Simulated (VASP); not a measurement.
Set up this calculation in VASP 6.6.1, as the native input.

```
Task                   : relaxation of cell and atoms
Functional             : PBE
Potentials or basis    : VASP PAW PBE potentials, release 64 (Mg, S, Zn)
Cutoff                 : 500 eV
k mesh                 : 2 × 2 × 1, shifted
Occupations            : gaussian, width 0.1 eV
Spin                   : no spin polarisation
Dipole correction      : no
Further INCAR settings : LREAL = Auto; ALGO = Normal; EDIFF = 1e-07; ISYM = -1; IBRION = 2; EDIFFG = -0.04; NSW = 70; ISIF = 3
```

The structure of Mg3Zn7S10 lies in POSCAR:

```
Mg3Zn7S10
1.0
    0.0000000000      0.0000000000      6.1559854200
    0.0000000000      6.5817774600      0.0000000000
   -9.4999775000     -3.2908887300      0.0000000000
Mg S Zn
3 10 7
Direct
    0.0026631362      0.5420668875      0.4065731699
    0.9962046782      0.3316445791      0.9988226138
    0.0012154691      0.9381206555      0.2022535194
    0.3729781443      0.7348391190      0.8011991003
    0.3761980943      0.5322063879      0.3996464163
    0.3781372156      0.1329967815      0.6018436725
    0.3770513758      0.3360346863      0.9982810988
    0.3807596496      0.9356847760      0.2002471715
    0.8816148577      0.4640420820      0.5989775483
    0.8800775895      0.2673565529      0.2009928151
    0.8757152558      0.8667144234      0.3986974533
    0.8714887395      0.0702152885      0.8015193373
    0.8739414419      0.6720432263      0.0017856518
    0.0038692302      0.7397080619      0.8021230673
    0.9977587821      0.1323210126      0.5989495332
    0.4962833660      0.4671614316      0.6003353868
    0.4958558761      0.2680511945      0.2029554591
    0.5007400690      0.8711473265      0.4032130651
    0.4983932195      0.0672235599      0.8010494740
    0.4954733930      0.6617719471      0.9975509132
```

One way to write it, as run:

INCAR

```
  PREC = Accurate
  ENCUT = 500
  EDIFF = 1E-7
  ISMEAR = 0
  SIGMA = 0.1
  LREAL = Auto
  LASPH = True
  NELM = 120
  ALGO = Normal
  ISIF = 3
  LWAVE = False
  LCHARG = False
  GGA = PE
  IBRION = 2
  NSW = 70
  EDIFFG = -0.04
  ISYM = -1
  GGA_COMPAT = False
  NELMIN = 4
```

KPOINTS

```
explicit points
2
Reciprocal
  0.25000000   0.25000000   0.00000000 2
  0.25000000   0.75000000   0.00000000 2
```

Potentials or basis: VASP PAW PBE potentials, release 64 (Mg, S, Zn).

Launch:

```sh
$ cat potpaw_PBE.64/Mg/POTCAR potpaw_PBE.64/S/POTCAR potpaw_PBE.64/Zn/POTCAR > POTCAR
$ mpirun -np 1 vasp_std > vasp.out
```

It gave:

- Relaxed volume: 21.04 Å³/atom
- Relaxed cell: a = 6.378 Å, b = 6.741 Å, c = 10.319 Å, α = 108.46°, β = 90.00°, γ = 89.99°
- Space group after relaxing (to 0.1 Å): P1 (No. 1)
- Energy gained by relaxing: 53.5 meV/atom
- Ionic steps: 10
- Pressure after relaxing: 0.0 GPa
- Largest force after relaxing: 0.035 eV/Å
- Band gap on the k mesh: 3.86 eV

Caveat: a shifted mesh leaves out Γ, where band edges can lie.

Wall time 11 min on 1 thread of Intel(R) Xeon(R) 6975P-C (Granite Rapids), with other jobs on the host, peak memory 0.5 GiB.
